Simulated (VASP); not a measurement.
# Mn (Im-3m) in VASP: settings compared, part 2 of 2

VASP 6.6.1. Earlier steps stand in the parts before.

## Step 3: Single point, r2SCAN

Contents of POSCAR:

```
Mn
1.0
   -1.3965272946      1.3965272946      1.3965272946
    1.3965272946     -1.3965272946      1.3965272946
    1.3965272946      1.3965272946     -1.3965272946
Mn
1
Direct
    0.0000000000      0.0000000000      0.0000000000
```

Contents of INCAR.step1:

```
PREC = Accurate
ENCUT = 520
ISMEAR = -1
SIGMA = 0.1
LREAL = False
LASPH = True
NELM = 80
NBANDS = 12
GGA = PE
ALGO = Normal
EDIFF = 1E-4
LWAVE = True
LCHARG = False
```

Contents of INCAR.step2:

```
PREC = Accurate
ENCUT = 520
EDIFF = 1E-7
ISMEAR = -1
SIGMA = 0.1
LREAL = False
LASPH = True
NELM = 80
ALGO = Normal
ISIF = 2
LWAVE = False
LCHARG = False
METAGGA = R2SCAN
LMIXTAU = True
NBANDS = 12
ISTART = 1
```

Contents of KPOINTS:

```
regular mesh
0
Gamma
  17 17 17
```

Potentials or basis: VASP PAW PBE potentials, release 64 (Mn_pv).

Launch:

```console
$ cat potpaw_PBE.64/Mn_pv/POTCAR > POTCAR
$ cp INCAR.step1 INCAR
$ mpirun -np 1 vasp_std > vasp.out
$ cp INCAR.step2 INCAR
$ mpirun -np 1 vasp_std > vasp.out
```

Wall time 40 s (1 thread of Intel Xeon 6975P-C (Granite Rapids), shared host); peak memory 0.13 GiB.

The run converged. Its results:

```
Free energy : -14.2450 eV
Pressure    : -9.7 GPa
```

Levels at points of the mesh, in eV from the Fermi level:
```
           k point  band 2  band 3  band 4  band 5  band 6  band 7  band 8  band 9  band 10  band 11
(0.00, 0.00, 0.00)  -49.85  -49.85   -9.17   -1.75   -1.75   -1.75    0.49    0.49    24.41    24.41
```

Caveat: the PAW data sets were made with another functional, which shifts forces and pressure a little; the run has no spin polarisation, though such a crystal can be magnetic. Spin polarisation is off, so any magnetic state and its effect on volume and gap are missing.

## Step 4: Single point, r2SCAN

This run uses another cell than the first one, of 11.22 Å³/atom, 1.030 times its volume.

Contents of POSCAR:

```
Mn
1.0
   -1.4102196118      1.4102196118      1.4102196118
    1.4102196118     -1.4102196118      1.4102196118
    1.4102196118      1.4102196118     -1.4102196118
Mn
1
Direct
    0.0000000000      0.0000000000      0.0000000000
```

Contents of INCAR.step1:

```
SYSTEM = Mn
ALGO     = Normal         ! electronic algorithm
EDIFF    = 1E-4           ! SCF threshold, eV
ENCUT    = 520            ! plane-wave cutoff, eV
GGA      = PE             ! functional
ISMEAR   = -1             ! smearing method
LASPH    = .True.         ! aspherical terms in the spheres
LCHARG   = .False.        ! write CHGCAR
LREAL    = .False.        ! projectors in reciprocal space
LWAVE    = .True.         ! write WAVECAR
NBANDS   = 12             ! bands
NELM     = 100            ! most SCF steps
PREC     = Accurate       ! precision mode
SIGMA    = 0.1            ! smearing width, eV
```

Contents of INCAR.step2:

```
SYSTEM = Mn
ALGO     = Normal         ! electronic algorithm
EDIFF    = 1E-6           ! SCF threshold, eV
ENCUT    = 520            ! plane-wave cutoff, eV
ISIF     = 2              ! what is computed and relaxed
ISMEAR   = -1             ! smearing method
ISTART   = 1            
LASPH    = .True.         ! aspherical terms in the spheres
LCHARG   = .True.         ! write CHGCAR
LELF     = .True.         ! ELF
LMIXTAU  = .True.       
LREAL    = .False.        ! projectors in reciprocal space
LVHAR    = .True.       
LWAVE    = .False.        ! write WAVECAR
METAGGA  = R2SCAN         ! meta-GGA
NBANDS   = 12             ! bands
NELM     = 100            ! most SCF steps
PREC     = Accurate       ! precision mode
SIGMA    = 0.1            ! smearing width, eV
```

Contents of KPOINTS:

```
k-points
0
Gamma
  17 17 17
  0 0 0
```

Launch:

```console
$ cat potpaw_PBE.64/Mn_pv/POTCAR > POTCAR
$ cp INCAR.step1 INCAR
$ mpirun -np 1 vasp_std > vasp.out
$ cp INCAR.step2 INCAR
$ mpirun -np 1 vasp_std > vasp.out
```

It took 34 s on 1 thread of Intel Xeon 6975P-C (Granite Rapids), shared host; peak memory 0.13 GiB.

Results (log left out):

```yaml
Free_energy: -14.2181 eV
Pressure: -16.9 GPa
```

Levels at points of the mesh, in eV from the Fermi level:
```
           k point  band 4  band 5  band 6  band 7  band 8  band 9
(0.00, 0.00, 0.00)   -9.02   -1.68   -1.68   -1.68    0.48    0.48
```

Caveat: the PAW data sets were made with another functional, which shifts forces and pressure a little; the run has no spin polarisation, though such a crystal can be magnetic.

## Step 5: Single point, r2SCAN

This run uses another cell than the first one, of 11.22 Å³/atom, 1.030 times its volume.

POSCAR is that of step 4.

Contents of INCAR.step1:

```
PREC = Accurate ; ENCUT = 520
ISMEAR = -1 ; SIGMA = 0.1
LREAL = False ; LASPH = True
NELM = 80 ; NBANDS = 12
GGA = PE ; ALGO = Normal
EDIFF = 1E-4 ; LWAVE = True
LCHARG = False
```

Contents of INCAR.step2:

```
PREC = Accurate ; ENCUT = 520
EDIFF = 1E-7 ; ISMEAR = -1
SIGMA = 0.1 ; LREAL = False
LASPH = True ; NELM = 80
ALGO = Normal ; ISIF = 2
LWAVE = False ; LCHARG = False
METAGGA = R2SCAN ; LMIXTAU = True
NBANDS = 12 ; ISTART = 1
```

Contents of KPOINTS:

```
Automatic mesh
0
Gamma
  17 17 17
```

Launch:

```console
$ cat potpaw_PBE.64/Mn_pv/POTCAR > POTCAR
$ cp INCAR.step1 INCAR
$ mpirun -np 1 vasp_std > vasp.out
$ cp INCAR.step2 INCAR
$ mpirun -np 1 vasp_std > vasp.out
```

Wall time 33 s (1 thread of Intel Xeon 6975P-C (Granite Rapids), shared host); peak memory 0.13 GiB.

It converged, with:

- Free energy: -14.2181 eV
- Pressure: -16.9 GPa

Levels at points of the mesh, in eV from the Fermi level:
| k point | band 4 | band 5 | band 6 | band 7 | band 8 | band 9 |
| --- | --- | --- | --- | --- | --- | --- |
| (0.00, 0.00, 0.00) | -9.02 | -1.68 | -1.68 | -1.68 | 0.48 | 0.48 |

Caveat: the PAW data sets were made with another functional, which shifts forces and pressure a little; the run has no spin polarisation, though such a crystal can be magnetic.

## Step 6: Single point, PBE

This run uses another cell than the first one, of 10.14 Å³/atom, 0.931 times its volume.

Contents of INCAR:

```
ALGO     = Normal         # electronic algorithm
EDIFF    = 1E-6           # SCF threshold, eV
ENCUT    = 520            # plane-wave cutoff, eV
GGA      = PE             # functional
ISIF     = 2              # what is computed and relaxed
ISMEAR   = -1             # smearing method
LASPH    = T              # aspherical terms in the spheres
LCHARG   = F              # write CHGCAR
LREAL    = F              # projectors in reciprocal space
LWAVE    = F              # write WAVECAR
NBANDS   = 12             # bands
NELM     = 80             # most SCF steps
PREC     = Accurate       # precision mode
SIGMA    = 0.06122561905347299 # smearing width, eV
```

Contents of KPOINTS:

```
k-points
0
Gamma
  28 28 28
```

Contents of POSCAR:

```
Mn
1.0
   -1.3634888417      1.3634888417      1.3634888417
    1.3634888417     -1.3634888417      1.3634888417
    1.3634888417      1.3634888417     -1.3634888417
Mn
1
Direct
    0.0000000000      0.0000000000      0.0000000000
```

Potentials or basis: VASP PAW PBE potentials, release 64 (Mn_pv).

Launch:

```console
$ cat potpaw_PBE.64/Mn_pv/POTCAR > POTCAR
$ mpirun -np 1 vasp_std > vasp.out
```

It took 23 s on 1 thread of Intel Xeon 6975P-C (Granite Rapids), shared host; peak memory 0.18 GiB.

It converged, with:

```yaml
Free_energy: -8.8137 eV
Pressure: 19.5 GPa
```

Levels at points of the mesh, in eV from the Fermi level:
```csv
k point,band 2,band 3,band 4,band 5,band 6,band 7,band 8,band 9,band 10,band 11
"(0.00, 0.00, 0.00)",-48.00,-48.00,-8.94,-1.74,-1.74,-1.74,0.35,0.35,24.19,24.19
"(0.50, 0.00, 0.00)",-48.29,-48.01,-5.33,-3.32,0.36,0.69,0.73,2.09,9.95,18.39
"(0.50, 0.50, 0.50)",-48.63,-48.63,-5.23,-5.23,1.69,1.69,1.69,11.11,11.11,11.11
```

Caveat: the run has no spin polarisation, though such a crystal can be magnetic. Spin polarisation is off, so any magnetic state and its effect on volume and gap are missing.

## Step 7: Summary

```tsv
level	cell	k mesh	smearing	gap on the mesh (eV)	pressure (GPa)
r2SCAN	a = 2.419 Å, angles 109.5°, 1 atom	17 × 17 × 17	fermi-dirac 0.1 eV	none	-9.7
r2SCAN	a = 2.443 Å, angles 109.5°, 1 atom	17 × 17 × 17	fermi-dirac 0.1 eV	none	-16.9
PBE	a = 2.362 Å, angles 109.5°, 1 atom	28 × 28 × 28	fermi-dirac 0.0612256 eV	none	19.5
```

Alike in all rows: task single point; potentials or basis VASP PAW PBE potentials, release 64 (Mn_pv); no spin polarisation; cutoff (eV) 520.

Caveats: the run has no spin polarisation, though such a crystal can be magnetic; the PAW data sets were made with another functional, which shifts forces and pressure a little (some runs).

Absolute energies hang on the potentials; compare differences alone.
